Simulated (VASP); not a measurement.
# WC (Fm-3m) in VASP: notebook, part 2 of 2

VASP 6.6.1.

**3. Single point, PBEsol+U**

This run uses another cell than the first one, of 10.28 Å³/atom, 0.975 times its volume.

INCAR reads:

```
SYSTEM = WC
  PREC = Accurate
  ENCUT = 910
  EDIFF = 1E-6
  ISMEAR = -1
  SIGMA = 0.05
  LREAL = .FALSE.
  LASPH = .TRUE.
  NELM = 200
  ALGO = Normal
  ISIF = 2
  LWAVE = .FALSE.
  LCHARG = .TRUE.
  LMAXMIX = 4
  LDAU = .TRUE.
  LDAUTYPE = 2
  LDAUL = 2 -1
  LDAUU = 6 0
  LDAUJ = 0 0
  LDAUPRINT = 1
  GGA = PS
  LELF = .TRUE.
  LVHAR = .TRUE.
  NBANDS = 16
  GGA_COMPAT = .FALSE.
```

KPOINTS reads:

```
Automatic mesh
0
G
  10 10 10
  0 0 0
```

POSCAR reads:

```
WC
1.0
    0.0000000000      2.1741741646      2.1741741646
    2.1741741646      0.0000000000      2.1741741646
    2.1741741646      2.1741741646      0.0000000000
W C
1 1
Direct
    0.0000000000      0.0000000000      0.0000000000
    0.5000000000      0.5000000000      0.5000000000
```

Potentials or basis: VASP PAW PBE potentials, release 64 (W_sv, C_h).

The run is started by

```console
> cat potpaw_PBE.64/W_sv/POTCAR potpaw_PBE.64/C_h/POTCAR > POTCAR
> mpirun -np 1 vasp_std > vasp.out
```

Wall time 31 s (1 thread of Intel Xeon Platinum 8375C at 2.90GHz (Ice Lake), shared host); peak memory 0.19 GiB.

It converged, with:

```
Free energy            : -16.2703 eV
Pressure               : 12.4 GPa
Band gap on the k mesh : zero (band 9 reaches 14.77 eV, above the bottom of band 10 at 11.36 eV)
```

Levels at points of the mesh, in eV from the Fermi level:
```tsv
k point	band 7	band 8	band 9	band 10	band 11	band 12
(0.00, 0.00, 0.00)	-2.85	-2.85	-1.44	-1.44	-1.44	-0.97
(0.50, 0.00, 0.00)	-6.86	-6.86	1.17	1.17	2.34	4.36
(0.50, 0.50, 0.00)	-6.05	-2.94	-2.94	0.94	2.48	2.48
```

Eigenvalues of the final occupation matrices:
```csv
site,spin,trace,eigenvalues
site 1 d,1,1.67,0.33 0.33 0.33 0.34 0.34
site 1 d,2,1.67,0.33 0.33 0.33 0.34 0.34
```

Caveat: the cutoff is under 1.25 times the usual one of these potentials, so pressure, stress and relaxed cells hold a basis-set (Pulay) error; the PAW data sets were made with another functional, which shifts forces and pressure a little; spin-orbit coupling is left out, which moves the levels of the heavy elements; U without spin polarisation on a metal has little footing; the U is typed as a test and isn't derived for this compound.

**4. Single point, r2SCAN**

POSCAR reads:

```
WC
1.0
    0.0000000000      2.1926840000      2.1926840000
    2.1926840000      0.0000000000      2.1926840000
    2.1926840000      2.1926840000      0.0000000000
W C
1 1
Direct
    0.0000000000      0.0000000000      0.0000000000
    0.5000000000      0.5000000000      0.5000000000
```

INCAR.step1 reads:

```
PREC = Accurate ; ENCUT = 910
ISMEAR = -1 ; SIGMA = 0.05
LREAL = False ; LASPH = True
NELM = 120 ; NBANDS = 16
GGA = PE ; ALGO = Normal
EDIFF = 1E-5 ; LWAVE = True
LCHARG = False ; GGA_COMPAT = False
```

INCAR.step2 reads:

```
PREC = Accurate ; ENCUT = 910
EDIFF = 1E-6 ; ISMEAR = -1
SIGMA = 0.05 ; LREAL = False
LASPH = True ; NELM = 120
ALGO = Normal ; ISIF = 2
LWAVE = False ; LCHARG = False
METAGGA = R2SCAN ; LMIXTAU = True
NBANDS = 16 ; ISTART = 1
GGA_COMPAT = False
```

KPOINTS reads:

```
Automatic mesh
0
Gamma
  10 10 10
```

The run is started by

```console
> cat potpaw_PBE.64/W_sv/POTCAR potpaw_PBE.64/C_h/POTCAR > POTCAR
> cp INCAR.step1 INCAR
> mpirun -np 1 vasp_std > vasp.out
> cp INCAR.step2 INCAR
> mpirun -np 1 vasp_std > vasp.out
```

It took 61 s on 1 thread of Intel Xeon Platinum 8559C (Emerald Rapids), shared host; peak memory 0.21 GiB.

The run converged. Its results:

```yaml
Free_energy: -60.6515 eV
Pressure: -3.9 GPa
Band_gap_on_the_k_mesh: zero (band 9 reaches 13.83 eV, above the bottom of band 10 at 10.51 eV)
```

Levels at points of the mesh, in eV from the Fermi level:
| k point | band 5 | band 6 | band 7 | band 8 | band 9 | band 10 | band 11 | band 12 | band 13 | band 14 |
| --- | --- | --- | --- | --- | --- | --- | --- | --- | --- | --- |
| (0.00, 0.00, 0.00) | -16.77 | -2.90 | -2.90 | -2.90 | -1.22 | -1.22 | -1.22 | -1.08 | -1.08 | 6.96 |
| (0.50, 0.00, 0.00) | -12.13 | -10.25 | -7.00 | -7.00 | 1.04 | 1.04 | 2.44 | 5.30 | 9.12 | 9.12 |
| (0.50, 0.50, 0.00) | -14.56 | -5.97 | -5.94 | -2.77 | -2.77 | 0.79 | 2.29 | 2.29 | 5.65 | 7.62 |

Caveat: the cutoff is under 1.25 times the usual one of these potentials, so pressure, stress and relaxed cells hold a basis-set (Pulay) error; the PAW data sets were made with another functional, which shifts forces and pressure a little; spin-orbit coupling is left out, which moves the levels of the heavy elements.

**5. Single point, r2SCAN**

This run uses another cell than the first one, of 10.96 Å³/atom, 1.040 times its volume.

POSCAR reads:

```
WC
1.0
    0.0000000000      2.2215384142      2.2215384142
    2.2215384142      0.0000000000      2.2215384142
    2.2215384142      2.2215384142      0.0000000000
W C
1 1
Direct
    0.0000000000      0.0000000000      0.0000000000
    0.5000000000      0.5000000000      0.5000000000
```

INCAR.step1 reads:

```
  PREC = Accurate
  ENCUT = 910
  ISMEAR = -1
  SIGMA = 0.05
  LREAL = F
  LASPH = T
  NELM = 120
  NBANDS = 16
  GGA = PE
  ALGO = Normal
  EDIFF = 1E-5
  LWAVE = T
  LCHARG = F
  GGA_COMPAT = F
```

INCAR.step2 reads:

```
  PREC = Accurate
  ENCUT = 910
  EDIFF = 1E-6
  ISMEAR = -1
  SIGMA = 0.05
  LREAL = F
  LASPH = T
  NELM = 120
  ALGO = Normal
  ISIF = 2
  LWAVE = F
  LCHARG = F
  METAGGA = R2SCAN
  LMIXTAU = T
  NBANDS = 16
  ISTART = 1
  GGA_COMPAT = F
```

KPOINTS reads:

```
regular mesh
0
Gamma
  10 10 10
```

The run is started by

```console
> cat potpaw_PBE.64/W_sv/POTCAR potpaw_PBE.64/C_h/POTCAR > POTCAR
> cp INCAR.step1 INCAR
> mpirun -np 1 vasp_std > vasp.out
> cp INCAR.step2 INCAR
> mpirun -np 1 vasp_std > vasp.out
```

Wall time 48 s (1 thread of Intel Xeon 6975P-C (Granite Rapids), shared host); peak memory 0.21 GiB.

The run converged. Its results:

```
Free energy            : -60.5957 eV
Pressure               : -17.1 GPa
Band gap on the k mesh : zero (band 9 reaches 13.14 eV, above the bottom of band 10 at 10.02 eV)
```

Levels at points of the mesh, in eV from the Fermi level:
```tsv
k point	band 6	band 7	band 8	band 9	band 10	band 11	band 12	band 13
(0.00, 0.00, 0.00)	-2.74	-2.74	-2.74	-1.14	-1.14	-1.14	-1.04	-1.04
(0.50, 0.00, 0.00)	-9.89	-6.70	-6.70	0.96	0.96	2.28	5.25	8.69
(0.50, 0.50, 0.00)	-5.84	-5.62	-2.68	-2.68	0.73	2.13	2.13	5.27
```

Caveat: the cutoff is under 1.25 times the usual one of these potentials, so pressure, stress and relaxed cells hold a basis-set (Pulay) error; the PAW data sets were made with another functional, which shifts forces and pressure a little; spin-orbit coupling is left out, which moves the levels of the heavy elements.

**6. Single point, r2SCAN**

This run uses another cell than the first one, of 10.75 Å³/atom, 1.020 times its volume.

POSCAR reads:

```
WC
1.0
    0.0000000000      2.2072055093      2.2072055093
    2.2072055093      0.0000000000      2.2072055093
    2.2072055093      2.2072055093      0.0000000000
W C
1 1
Direct
    0.0000000000      0.0000000000      0.0000000000
    0.5000000000      0.5000000000      0.5000000000
```

INCAR.step1 reads:

```
SYSTEM = WC
  PREC = Accurate
  ENCUT = 910
  ISMEAR = -1
  SIGMA = 0.05
  LREAL = .FALSE.
  LASPH = .TRUE.
  NELM = 120
  NBANDS = 16
  GGA = PE
  ALGO = Normal
  EDIFF = 1E-5
  LWAVE = .TRUE.
  LCHARG = .FALSE.
  GGA_COMPAT = .FALSE.
```

INCAR.step2 reads:

```
SYSTEM = WC
  PREC = Accurate
  ENCUT = 910
  EDIFF = 1E-6
  ISMEAR = -1
  SIGMA = 0.05
  LREAL = .FALSE.
  LASPH = .TRUE.
  NELM = 120
  ALGO = Normal
  ISIF = 2
  LWAVE = .FALSE.
  LCHARG = .TRUE.
  METAGGA = R2SCAN
  LMIXTAU = .TRUE.
  LELF = .TRUE.
  LVHAR = .TRUE.
  NBANDS = 16
  ISTART = 1
  GGA_COMPAT = .FALSE.
```

KPOINTS reads:

```
regular mesh
0
G
  10 10 10
  0 0 0
```

Potentials or basis: VASP PAW PBE potentials, release 64 (W_sv, C_h).

The run is started by

```console
> cat potpaw_PBE.64/W_sv/POTCAR potpaw_PBE.64/C_h/POTCAR > POTCAR
> cp INCAR.step1 INCAR
> mpirun -np 1 vasp_std > vasp.out
> cp INCAR.step2 INCAR
> mpirun -np 1 vasp_std > vasp.out
```

Run time: 97 s. Hardware: 1 thread of Intel Xeon Platinum 8259CL at 2.50GHz (Skylake/Cascade Lake), shared host; peak memory 0.21 GiB.

The run converged. Its results:

```
Free energy            : -60.6322 eV
Pressure               : -10.8 GPa
Band gap on the k mesh : zero (band 9 reaches 13.48 eV, above the bottom of band 10 at 10.26 eV)
```

Levels at points of the mesh, in eV from the Fermi level:
| k point | band 7 | band 8 | band 9 | band 10 | band 11 | band 12 |
| --- | --- | --- | --- | --- | --- | --- |
| (0.00, 0.00, 0.00) | -2.82 | -2.82 | -1.18 | -1.18 | -1.18 | -1.06 |
| (0.50, 0.00, 0.00) | -6.85 | -6.85 | 1.00 | 1.00 | 2.36 | 5.28 |
| (0.50, 0.50, 0.00) | -5.78 | -2.73 | -2.73 | 0.76 | 2.21 | 2.21 |

Caveat: the cutoff is under 1.25 times the usual one of these potentials, so pressure, stress and relaxed cells hold a basis-set (Pulay) error; the PAW data sets were made with another functional, which shifts forces and pressure a little; spin-orbit coupling is left out, which moves the levels of the heavy elements.

**7. Overview**

| level | potentials or basis | U | cell | gap on the mesh (eV) | pressure (GPa) |
| --- | --- | --- | --- | --- | --- |
| LDA+U | VASP PAW LDA potentials, release 64 (W_sv, C_h) | W d U = 6.0 eV | a = 3.101 Å, angles 60.0°, 2 atoms | none | -2.8 |
| PBEsol+U | VASP PAW PBE potentials, release 64 (W_sv, C_h) | W d U = 6.0 eV | a = 3.075 Å, angles 60.0°, 2 atoms | none | 12.4 |
| r2SCAN | VASP PAW PBE potentials, release 64 (W_sv, C_h) | - | a = 3.101 Å, angles 60.0°, 2 atoms | none | -3.9 |
| r2SCAN | VASP PAW PBE potentials, release 64 (W_sv, C_h) | - | a = 3.142 Å, angles 60.0°, 2 atoms | none | -17.1 |
| r2SCAN | VASP PAW PBE potentials, release 64 (W_sv, C_h) | - | a = 3.121 Å, angles 60.0°, 2 atoms | none | -10.8 |

Alike in all rows: task single point; no spin polarisation; k mesh 10 × 10 × 10; cutoff (eV) 910; smearing fermi-dirac 0.05 eV.

Caveats: the cutoff is under 1.25 times the usual one of these potentials, so pressure, stress and relaxed cells hold a basis-set (Pulay) error; spin-orbit coupling is left out, which moves the levels of the heavy elements; the PAW data sets were made with another functional, which shifts forces and pressure a little (some runs); U without spin polarisation on a metal has little footing (some runs); the U is typed as a test and isn't derived for this compound (some runs).

Absolute energies hang on the potentials; compare differences alone.
